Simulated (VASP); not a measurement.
# BaZrO3 (Pm-3m) in VASP: notebook

The runs below take BaZrO3 through single point, with PBEsol+D3(BJ), PBEsol+D4, revPBE+D3(BJ), revPBE+D4.

All numbers are computed with VASP 6.6.1; they aren't measurements. Logs are shortened: lines on timing, memory, paths and dates and some standing lists are left out, and cuts for length are marked.

## Step 1: The cell of the first run

The structure is cubic, space group Pm-3m (No. 221). Conventional cell: a = 4.156 Å, b = 4.156 Å, c = 4.156 Å, α = 90.00°, β = 90.00°, γ = 90.00°. Ba (site symmetry m-3m) has 12 O at 2.94 Å and 8 Zr at 3.60 Å within 3.9 Å. Within 2.8 Å of Zr (site symmetry m-3m) lie 6 O at 2.08 Å. O (site symmetry 4/mmm) has 2 Zr at 2.08 Å within 2.8 Å.

## Step 2: Single point, PBEsol+D3(BJ)

File INCAR:

```
PREC = Accurate
ENCUT = 520
EDIFF = 1E-6
ISMEAR = -1
SIGMA = 0.05
LREAL = False
LASPH = True
NELM = 60
ALGO = Normal
ISIF = 2
LWAVE = False
LCHARG = False
GGA = PS
IVDW = 12
NBANDS = 28
```

File KPOINTS:

```
Automatic mesh
0
Gamma
  6 6 6
```

File POSCAR:

```
BaZrO3
1.0
    4.1558919496      0.0000000000      0.0000000000
    0.0000000000      4.1558919496      0.0000000000
    0.0000000000      0.0000000000      4.1558919496
Ba Zr O
1 1 3
Direct
    0.0000000000      0.0000000000      0.0000000000
    0.5000000000      0.5000000000      0.5000000000
    0.5000000000      0.5000000000      0.0000000000
    0.5000000000      0.0000000000      0.5000000000
    0.0000000000      0.5000000000      0.5000000000
```

Potentials or basis: VASP PAW PBE potentials, release 64 (Ba_sv, Zr_sv, O).

Run with:

```sh
$ cat potpaw_PBE.64/Ba_sv/POTCAR potpaw_PBE.64/Zr_sv/POTCAR potpaw_PBE.64/O/POTCAR > POTCAR
$ mpirun -np 1 vasp_std > vasp.out
```

OUTCAR:

```text
PREC = Accurate
   ENCUT = 520
   EDIFF = 1E-6
   ISMEAR = -1
   LREAL = False
   LASPH = True
   NELM = 60
   ISIF = 2
   GGA = PS
   IVDW = 12
 IVDW          = 12

 ion  position               nearest neighbor table
   1  0.000  0.000  0.000-   3 2.94   4 2.94   5 2.94   4 2.94   5 2.94   3 2.94   5 2.94   5 2.94
                             3 2.94   4 2.94   4 2.94   3 2.94   2 3.60   2 3.60   2 3.60   2 3.60
   2  0.500  0.500  0.500-   3 2.08   4 2.08   5 2.08   3 2.08   4 2.08   5 2.08   1 3.60   1 3.60
                             1 3.60   1 3.60   1 3.60   1 3.60   1 3.60   1 3.60
   3  0.500  0.500  0.000-   2 2.08   2 2.08   1 2.94   1 2.94   1 2.94   1 2.94
   4  0.500  0.000  0.500-   2 2.08   2 2.08   1 2.94   1 2.94   1 2.94   1 2.94
   5  0.000  0.500  0.500-   2 2.08   2 2.08   1 2.94   1 2.94   1 2.94   1 2.94

  LATTYP: Found a simple cubic cell.
 ALAT       =     4.1558919496

  Lattice vectors:

 A1 = (   4.1558919496,   0.0000000000,   0.0000000000)
 A2 = (   0.0000000000,   4.1558919496,   0.0000000000)
 A3 = (   0.0000000000,   0.0000000000,   4.1558919496)

Analysis of symmetry for initial positions (statically):
=====================================================================
 Subroutine PRICEL returns:
 Original cell was already a primitive cell.

 Routine SETGRP: Setting up the symmetry group for a
 simple cubic supercell.

 Subroutine GETGRP returns: Found 48 space group operations
 (whereof 48 operations were pure point group operations)
 out of a pool of 48 trial point group operations.

The static configuration has the point symmetry O_h .

Analysis of symmetry for dynamics (positions and initial velocities):
=====================================================================
 Subroutine PRICEL returns:
 Original cell was already a primitive cell.

 Routine SETGRP: Setting up the symmetry group for a
 simple cubic supercell.

 Subroutine GETGRP returns: Found 48 space group operations
 (whereof 48 operations were pure point group operations)
 out of a pool of 48 trial point group operations.

The dynamic configuration has the point symmetry O_h .

 Subroutine INISYM returns: Found 48 space group operations
 (whereof 48 operations are pure point group operations),
 and found     1 'primitive' translations

----------------------------------------------------------------------------------------

                                     Primitive cell

  volume of cell :      71.7782

  direct lattice vectors                    reciprocal lattice vectors
     4.155891950  0.000000000  0.000000000     0.240622233  0.000000000  0.000000000
     0.000000000  4.155891950  0.000000000     0.000000000  0.240622233  0.000000000
     0.000000000  0.000000000  4.155891950     0.000000000  0.000000000  0.240622233

  length of vectors
     4.155891950  4.155891950  4.155891950     0.240622233  0.240622233  0.240622233

  position of ions in fractional coordinates (direct lattice)
     0.000000000  0.000000000  0.000000000
     0.500000000  0.500000000  0.500000000
     0.500000000  0.500000000  0.000000000
     0.500000000  0.000000000  0.500000000
     0.000000000  0.500000000  0.500000000

  ion indices of the primitive-cell ions
   primitive index   ion index
                 1           1
                 2           2
                 3           3
                 4           4
                 5           5

----------------------------------------------------------------------------------------

 KPOINTS: Automatic mesh

Automatic generation of k-mesh.
 Grid dimensions read from file:
 generate k-points for:    6    6    6

 Generating k-lattice:

  Cartesian coordinates                     Fractional coordinates (reciprocal lattice)
     0.040103705  0.000000000  0.000000000     0.166666667  0.000000000  0.000000000
     0.000000000  0.040103705  0.000000000     0.000000000  0.166666667  0.000000000
     0.000000000  0.000000000  0.040103705     0.000000000  0.000000000  0.166666667

  Length of vectors
     0.040103705  0.040103705  0.040103705

  Shift w.r.t. Gamma in fractional coordinates (k-lattice)
     0.000000000  0.000000000  0.000000000

 Subroutine IBZKPT returns following result:
 ===========================================

 Found     20 irreducible k-points:

 Following reciprocal coordinates:
            Coordinates               Weight
  0.000000  0.000000  0.000000      1.000000
  0.166667  0.000000  0.000000      6.000000
  0.333333  0.000000  0.000000      6.000000
  0.500000  0.000000  0.000000      3.000000
  0.166667  0.166667  0.000000     12.000000
  0.333333  0.166667  0.000000     24.000000
[... 12 lines left out ...]
  0.500000  0.500000  0.333333      6.000000
  0.500000  0.500000  0.500000      1.000000
   k-points           NKPTS =     20   k-points in BZ     NKDIM =     20   number of bands    NBANDS=     28
   number of dos      NEDOS =    301   number of ions     NIONS =      5
[... 65 lines left out ...]

 val. band max:        3.8188314936   @ k =   0.5000   0.5000   0.5000
 cond. band min:       6.9764170807   @ k =   0.0000   0.0000   0.0000
 fundamental gap:      3.1575855870
 Fermi energy:         4.9960100727

 k-point     1 :       0.0000    0.0000    0.0000
  band No.  band energies     occupation
      1     -42.8984      2.00000
      2     -21.3476      2.00000
      3     -21.1457      2.00000
      4     -21.1457      2.00000
      5     -21.1457      2.00000
      6     -12.5132      2.00000
[... 20 lines left out ...]
     27      11.5586      0.00000
     28      11.5586      0.00000

 k-point     2 :       0.1667    0.0000    0.0000
  band No.  band energies     occupation
      1     -42.8975      2.00000
      2     -21.4205      2.00000
      3     -21.1436      2.00000
      4     -21.1436      2.00000
      5     -21.1284      2.00000
      6     -12.5291      2.00000
[... 20 lines left out ...]
     27      11.5604      0.00000
     28      12.1424      0.00000

 k-point     3 :       0.3333    0.0000    0.0000
  band No.  band energies     occupation
      1     -42.8954      2.00000
      2     -21.5577      2.00000
      3     -21.1395      2.00000
      4     -21.1395      2.00000
      5     -21.0954      2.00000
      6     -12.6558      2.00000
[... 20 lines left out ...]
     27      11.5577      0.00000
     28      11.8029      0.00000

 k-point     4 :       0.5000    0.0000    0.0000
  band No.  band energies     occupation
      1     -42.8944      2.00000
      2     -21.6230      2.00000
      3     -21.1374      2.00000
      4     -21.1374      2.00000
      5     -21.0791      2.00000
      6     -12.7249      2.00000
[... 20 lines left out ...]
     27      11.5478      0.00000
     28      12.4769      0.00000

 k-point     5 :       0.1667    0.1667    0.0000
  band No.  band energies     occupation
      1     -42.8964      2.00000
      2     -21.4383      2.00000
      3     -21.2187      2.00000
      4     -21.1416      2.00000
      5     -21.0921      2.00000
      6     -12.4788      2.00000
[... 20 lines left out ...]
     27      12.0016      0.00000
     28      12.0663      0.00000

 k-point     6 :       0.3333    0.1667    0.0000
  band No.  band energies     occupation
      1     -42.8945      2.00000
      2     -21.5287      2.00000
      3     -21.2330      2.00000
      4     -21.1376      2.00000
      5     -21.0938      2.00000
      6     -12.5337      2.00000
[... 339 lines left out ...]
      5     -21.1717      2.00000
      6     -11.6743      2.00000
[... 20 lines left out ...]
     27      12.2232      0.00000
     28      12.2232      0.00000

 k-point    18 :       0.5000    0.3333    0.3333
  band No.  band energies     occupation
      1     -42.8885      2.00000
      2     -21.4386      2.00000
      3     -21.3501      2.00000
      4     -21.3475      2.00000
      5     -21.1971      2.00000
      6     -11.6117      2.00000
[... 20 lines left out ...]
     27      12.2041      0.00000
     28      12.9245      0.00000

 k-point    19 :       0.5000    0.5000    0.3333
  band No.  band energies     occupation
      1     -42.8876      2.00000
      2     -21.4167      2.00000
      3     -21.4167      2.00000
      4     -21.3461      2.00000
      5     -21.2066      2.00000
      6     -11.5067      2.00000
[... 20 lines left out ...]
     27      12.4784      0.00000
     28      13.2822      0.00000

 k-point    20 :       0.5000    0.5000    0.5000
  band No.  band energies     occupation
      1     -42.8866      2.00000
      2     -21.4137      2.00000
      3     -21.4137      2.00000
      4     -21.4137      2.00000
      5     -21.1960      2.00000
      6     -11.1893      2.00000
[... 20 lines left out ...]
     27      13.1515      0.00000
     28      13.1516      0.00000

------------------------ aborting loop because EDIFF is reached ----------------------------------------

 Edisp (eV)   -1.29663

 E8    (eV) :    -0.9153

  FORCE on cell =-STRESS in cart. coord.  units (eV):
  Direction    XX          YY          ZZ          XY          YZ          ZX
  --------------------------------------------------------------------------------------
  -------------------------------------------------------------------------------------
  Total       0.56784     0.56784     0.56784     0.00000     0.00000     0.00000
  in kB      12.67494    12.67494    12.67494     0.00000     0.00000     0.00000
  external pressure =       12.67 kB  Pullay stress =        0.00 kB

 VOLUME and BASIS-vectors are now :
 -----------------------------------------------------------------------------
  energy-cutoff  :      520.00
  volume of cell :       71.78
      direct lattice vectors                 reciprocal lattice vectors
     4.155891950  0.000000000  0.000000000     0.240622233  0.000000000  0.000000000
     0.000000000  4.155891950  0.000000000     0.000000000  0.240622233  0.000000000
     0.000000000  0.000000000  4.155891950     0.000000000  0.000000000  0.240622233

 POSITION                                       TOTAL-FORCE (eV/Angst)
 -----------------------------------------------------------------------------------
      0.00000      0.00000      0.00000         0.000000      0.000000      0.000000
      2.07795      2.07795      2.07795         0.000000      0.000000      0.000000
      2.07795      2.07795      0.00000         0.000000      0.000000      0.000000
      2.07795      0.00000      2.07795         0.000000      0.000000      0.000000
      0.00000      2.07795      2.07795         0.000000      0.000000      0.000000
 -----------------------------------------------------------------------------------
    total drift:                                0.000000     -0.000000     -0.000000

  FREE ENERGIE OF THE ION-ELECTRON SYSTEM (eV)
  ---------------------------------------------------
  free  energy   TOTEN  =       -44.8941785324 eV

  energy  without entropy=      -44.8941785324  energy(sigma->0) =      -44.89417853
```

Wall time 42 s (1 thread of Intel Xeon 8259CL, shared host); peak memory 0.21 GiB.

Results:

```yaml
Free_energy: -44.8942 eV
Pressure: 1.3 GPa
Band_gap_on_the_k_mesh: 3.16 eV (least direct gap 3.35 eV)
Dispersion_energy_per_atom: -0.259 eV
```

Levels at points of the mesh, in eV from the valence-band top:
```csv
k point,band 18,band 19,band 20,band 21,band 22,band 23
"(0.00, 0.00, 0.00)",-0.19,-0.19,-0.19,3.16,3.16,3.16
"(0.50, 0.00, 0.00)",-1.79,-0.41,-0.41,3.64,5.85,5.85
"(0.50, 0.50, 0.00)",-0.94,-0.72,-0.08,5.82,5.82,6.56
"(0.50, 0.50, 0.50)",0.00,0.00,0.00,6.00,6.00,6.00
```

Caveat: the PAW data sets were made with another functional, which shifts forces and pressure a little; spin-orbit coupling is left out, which moves the levels of the heavy elements. A k mesh can miss the band edges.

## Step 3: Single point, PBEsol+D4

This run uses another cell than the first one, of 14.49 Å³/atom.

File INCAR:

```
SYSTEM = BaZrO3
ALGO = Normal
EDIFF = 1E-6
ENCUT = 520
GGA = PS
ISIF = 2
ISMEAR = -1
IVDW = 13
LASPH = .TRUE.
LCHARG = .FALSE.
LREAL = .FALSE.
LWAVE = .FALSE.
NBANDS = 28
NELM = 80
PREC = Accurate
SIGMA = 0.05
```

File KPOINTS:

```
k-points
0
G
  6 6 6
  0 0 0
```

POSCAR, as its differences from that of step 2:

```diff
@@ -2,5 +2,5 @@
 1.0
-    4.1558919496      0.0000000000      0.0000000000
-    0.0000000000      4.1558919496      0.0000000000
-    0.0000000000      0.0000000000      4.1558919496
+    4.1689653912      0.0000000000      0.0000000000
+    0.0000000000      4.1689653912      0.0000000000
+    0.0000000000      0.0000000000      4.1689653912
 Ba Zr O
```

Potentials or basis: VASP PAW PBE potentials, release 64 (Ba_sv, Zr_sv, O).

Run with:

```sh
$ cat potpaw_PBE.64/Ba_sv/POTCAR potpaw_PBE.64/Zr_sv/POTCAR potpaw_PBE.64/O/POTCAR > POTCAR
$ mpirun -np 1 vasp_std > vasp.out
```

Wall time 48 s (1 thread of Intel Xeon 8259CL, shared host); peak memory 0.2 GiB.

The run converged. Its results:

```
Free energy                : -44.2013 eV
Pressure                   : 1.2 GPa
Band gap on the k mesh     : 3.14 eV (least direct gap 3.34 eV)
Dispersion energy per atom : -0.118 eV
```

Levels at points of the mesh, in eV from the valence-band top:
```tsv
k point	band 17	band 18	band 19	band 20	band 21	band 22	band 23	band 24
(0.00, 0.00, 0.00)	-1.02	-0.20	-0.20	-0.20	3.14	3.14	3.14	4.56
(0.50, 0.00, 0.00)	-1.78	-1.76	-0.43	-0.43	3.61	5.79	5.79	6.42
(0.50, 0.50, 0.00)	-0.94	-0.94	-0.75	-0.08	5.76	5.76	6.51	6.55
(0.50, 0.50, 0.50)	-2.57	0.00	0.00	0.00	5.96	5.96	5.96	7.14
```

Caveat: the PAW data sets were made with another functional, which shifts forces and pressure a little; spin-orbit coupling is left out, which moves the levels of the heavy elements.

## Step 4: Single point, revPBE+D3(BJ)

This run uses another cell than the first one, of 14.88 Å³/atom.

File INCAR:

```
SYSTEM = BaZrO3
PREC     = Accurate       ! precision mode
ENCUT    = 520            ! plane-wave cutoff, eV
EDIFF    = 1E-6           ! SCF threshold, eV
ISMEAR   = -1             ! smearing method
SIGMA    = 0.05           ! smearing width, eV
LREAL    = .False.        ! projectors in reciprocal space
LASPH    = .True.         ! aspherical terms in the spheres
NELM     = 80             ! most SCF steps
ALGO     = Normal         ! electronic algorithm
ISIF     = 2              ! what is computed and relaxed
LWAVE    = .False.        ! write WAVECAR
LCHARG   = .True.         ! write CHGCAR
GGA      = RE             ! functional
IVDW     = 12             ! dispersion correction
LELF     = .True.         ! ELF
LVHAR    = .True.       
NBANDS   = 28             ! bands
```

File KPOINTS:

```
regular mesh
0
Gamma
  6 6 6
  0 0 0
```

POSCAR, as its differences from that of step 3:

```diff
@@ -2,5 +2,5 @@
 1.0
-    4.1689653912      0.0000000000      0.0000000000
-    0.0000000000      4.1689653912      0.0000000000
-    0.0000000000      0.0000000000      4.1689653912
+    4.2054942143      0.0000000000      0.0000000000
+    0.0000000000      4.2054942143      0.0000000000
+    0.0000000000      0.0000000000      4.2054942143
 Ba Zr O
```

Run with:

```sh
$ cat potpaw_PBE.64/Ba_sv/POTCAR potpaw_PBE.64/Zr_sv/POTCAR potpaw_PBE.64/O/POTCAR > POTCAR
$ mpirun -np 1 vasp_std > vasp.out
```

Run time: 54 s. Hardware: 1 thread of Intel Xeon 8259CL, shared host; peak memory 0.21 GiB.

Results (log left out):

```
Free energy                : -42.1534 eV
Pressure                   : 1.0 GPa
Band gap on the k mesh     : 3.20 eV (least direct gap 3.44 eV)
Dispersion energy per atom : -0.443 eV
```

Levels at points of the mesh, in eV from the valence-band top:
| k point | band 17 | band 18 | band 19 | band 20 | band 21 | band 22 | band 23 | band 24 |
| --- | --- | --- | --- | --- | --- | --- | --- | --- |
| (0.00, 0.00, 0.00) | -0.96 | -0.24 | -0.24 | -0.24 | 3.20 | 3.20 | 3.20 | 4.72 |
| (0.50, 0.00, 0.00) | -1.71 | -1.63 | -0.47 | -0.47 | 3.63 | 5.66 | 5.66 | 6.45 |
| (0.50, 0.50, 0.00) | -0.93 | -0.93 | -0.81 | -0.08 | 5.63 | 5.63 | 6.42 | 6.46 |
| (0.50, 0.50, 0.50) | -2.53 | 0.00 | 0.00 | 0.00 | 5.98 | 5.98 | 5.98 | 6.92 |

Caveat: the PAW data sets were made with another functional, which shifts forces and pressure a little; spin-orbit coupling is left out, which moves the levels of the heavy elements. A k mesh can miss the band edges.

## Step 5: Single point, revPBE+D4

This run uses another cell than the first one, of 14.96 Å³/atom.

File INCAR:

```
SYSTEM = BaZrO3
ALGO     = Normal         ! electronic algorithm
EDIFF    = 1E-6           ! SCF threshold, eV
ENCUT    = 520            ! plane-wave cutoff, eV
GGA      = RE             ! functional
ISIF     = 2              ! what is computed and relaxed
ISMEAR   = -1             ! smearing method
IVDW     = 13             ! dispersion correction
LASPH    = .True.         ! aspherical terms in the spheres
LCHARG   = .False.        ! write CHGCAR
LREAL    = .False.        ! projectors in reciprocal space
LWAVE    = .False.        ! write WAVECAR
NBANDS   = 28             ! bands
NELM     = 80             ! most SCF steps
PREC     = Accurate       ! precision mode
SIGMA    = 0.05           ! smearing width, eV
```

File KPOINTS:

```
k-points
0
Gamma
  6 6 6
  0 0 0
```

POSCAR, as its differences from that of step 4:

```diff
@@ -2,5 +2,5 @@
 1.0
-    4.2054942143      0.0000000000      0.0000000000
-    0.0000000000      4.2054942143      0.0000000000
-    0.0000000000      0.0000000000      4.2054942143
+    4.2137720414      0.0000000000      0.0000000000
+    0.0000000000      4.2137720414      0.0000000000
+    0.0000000000      0.0000000000      4.2137720414
 Ba Zr O
```

Run with:

```sh
$ cat potpaw_PBE.64/Ba_sv/POTCAR potpaw_PBE.64/Zr_sv/POTCAR potpaw_PBE.64/O/POTCAR > POTCAR
$ mpirun -np 1 vasp_std > vasp.out
```

It took 53 s on 1 thread of Intel Xeon 8259CL, shared host; peak memory 0.2 GiB.

Results (log left out):

```yaml
Free_energy: -41.6342 eV
Pressure: 1.0 GPa
Band_gap_on_the_k_mesh: 3.19 eV (least direct gap 3.43 eV)
Dispersion_energy_per_atom: -0.336 eV
```

Levels at points of the mesh, in eV from the valence-band top:
```
           k point  band 18  band 19  band 20  band 21  band 22  band 23
(0.00, 0.00, 0.00)    -0.24    -0.24    -0.24     3.19     3.19     3.19
(0.50, 0.00, 0.00)    -1.62    -0.47    -0.47     3.61     5.62     5.62
(0.50, 0.50, 0.00)    -0.93    -0.82    -0.07     5.59     5.59     6.39
(0.50, 0.50, 0.50)     0.00     0.00     0.00     5.95     5.95     5.95
```

Caveat: the PAW data sets were made with another functional, which shifts forces and pressure a little; spin-orbit coupling is left out, which moves the levels of the heavy elements. A hybrid or GW would open this gap; revPBE tends to underestimate it.

## Step 6: Overview

| level | cell | gap on the mesh (eV) | pressure (GPa) |
| --- | --- | --- | --- |
| PBEsol+D3(BJ) | a = 4.156 Å, 5 atoms | 3.16 | 1.3 |
| PBEsol+D4 | a = 4.169 Å, 5 atoms | 3.14 | 1.2 |
| revPBE+D3(BJ) | a = 4.205 Å, 5 atoms | 3.20 | 1.0 |
| revPBE+D4 | a = 4.214 Å, 5 atoms | 3.19 | 1.0 |

Alike in all rows: task single point; potentials or basis VASP PAW PBE potentials, release 64 (Ba_sv, Zr_sv, O); no spin polarisation; k mesh 6 × 6 × 6; cutoff (eV) 520; smearing fermi-dirac 0.05 eV.

Caveats: the PAW data sets were made with another functional, which shifts forces and pressure a little; spin-orbit coupling is left out, which moves the levels of the heavy elements.

Total energies depend on the potentials used, so only differences within one code and one set of settings carry meaning.
